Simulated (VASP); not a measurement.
Here is a VASP 6.6.1 calculation.

File INCAR:

```
PREC = Accurate
ENCUT = 520
EDIFF = 1E-6
ISMEAR = 0
SIGMA = 0.1
LREAL = F
LASPH = T
NELM = 80
ALGO = Normal
ISIF = 2
LWAVE = F
LCHARG = T
GGA = PE
LELF = T
LVHAR = T
NBANDS = 27
```

KPOINTS

```
Automatic mesh
0
Gamma
  8 8 8
```

The input POSCAR:

```
Te
1.0
   -3.9798239110      3.9798239110      3.1885494102
    3.9798239110     -3.9798239110      3.1885494102
    3.9798239110      3.9798239110     -3.1885494102
Te
6
Direct
    0.0000000000      0.0000000000      0.0000000000
    0.7500000000      0.2500000000      0.5000000000
    0.3750000000      0.6250000000      0.7500000000
    0.3750000000      0.1250000000      0.7500000000
    0.3750000000      0.6250000000      0.2500000000
    0.8750000000      0.6250000000      0.2500000000
```

Potentials or basis: VASP PAW PBE potentials, release 64 (Te).

Command:

```sh
$ cat potpaw_PBE.64/Te/POTCAR > POTCAR
$ mpirun -np 1 vasp_std > vasp.out
```

(1) Estimate the band gap on the k mesh.

(2) Estimate the pressure.

Results:

(1) zero (band 18 reaches 7.20 eV, above the bottom of band 19 at 5.33 eV).

(2) 0.0 GPa.

Caveat: spin-orbit coupling is left out, which moves the levels of the heavy elements.
